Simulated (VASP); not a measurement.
**SnO2: single point with PBE+D3(BJ)**

SnO2:

```
Sn O
1.0
     3.23734    1.86908    4.29084
    -3.23734    1.86908    4.29084
     0.00000   -3.73816    4.29084
Sn O
4 8
Direct
  0.86117 0.86658 0.86658
  0.36120 0.36659 0.86659
  0.36120 0.86659 0.36659
  0.86118 0.36659 0.36659
  0.14068 0.61140 0.61140
  0.64069 0.11145 0.61141
  0.64069 0.61141 0.11145
  0.61558 0.60482 0.60482
  0.14069 0.11144 0.11144
  0.11561 0.10477 0.60478
  0.11561 0.60478 0.10477
  0.61562 0.10479 0.10479
```

This cell differs from its parent crystal: atoms displaced along a vibrational mode.

```json
{
 "Program": "VASP 6.6.1",
 "Task": "single point",
 "Functional": "PBE",
 "Dispersion": "D3(BJ)",
 "Potentials or basis": "VASP PAW PBE potentials, release 64 (Sn_d, O)",
 "Cutoff": "520 eV",
 "k mesh": "6 × 6 × 6",
 "Occupations": "gaussian, width 0.05 eV",
 "Spin": "no spin polarisation"
}
```

| Item | Value |
| --- | --- |
| Pressure | 1.8 GPa |
| Largest force | 1.236 eV/Å |
| Band gap on the k mesh | 1.54 eV |
| Dispersion energy per atom | -0.201 eV |

Forces in eV/Å, atoms in the order of the input:
```
Sn   1.065  0.615  0.131
Sn   1.060  0.614  0.129
Sn   1.061  0.611  0.129
Sn   1.063  0.614  0.133
O   -0.780 -0.450 -0.239
O   -0.780 -0.452 -0.242
O   -0.781 -0.450 -0.242
O   -0.280 -0.162  0.110
O   -0.779 -0.450 -0.242
O   -0.283 -0.164  0.111
O   -0.283 -0.163  0.111
O   -0.282 -0.163  0.110
```

Stress tensor (GPa, compression positive):
```
2.08 0.05 1.77
0.05 2.02 1.02
1.77 1.02 1.25
```

Levels at points of the mesh, in eV from the valence-band top:
```tsv
k point	band 49	band 50	band 51	band 52	band 53	band 54	band 55	band 56
(0.00, 0.00, 0.00)	-0.08	-0.08	-0.04	0.00	1.54	4.65	4.82	4.82
(0.50, 0.00, 0.00)	-0.45	-0.45	-0.07	-0.07	3.98	3.99	5.55	5.55
(0.00, 0.50, 0.00)	-0.38	-0.38	-0.09	-0.09	4.07	4.07	5.51	5.51
(0.50, 0.50, 0.00)	-0.59	-0.59	-0.19	-0.19	4.47	4.47	5.50	5.50
(0.00, 0.50, 0.50)	-0.57	-0.57	-0.15	-0.15	4.40	4.40	5.57	5.57
(0.50, 0.50, 0.50)	-1.05	-0.98	-0.90	-0.90	3.45	5.13	5.33	5.33
```

It took 20 min on 1 thread of Oxide Virtual Turin-like Processor (shared host), peak memory 0.54 GiB.

Caveat: the cell differs from its parent crystal (atoms displaced along a vibrational mode); spin-orbit coupling is left out, which moves the levels of the heavy elements; forces of over 1 eV/Å act on the atoms, so gaps and moduli don't describe the material at rest.
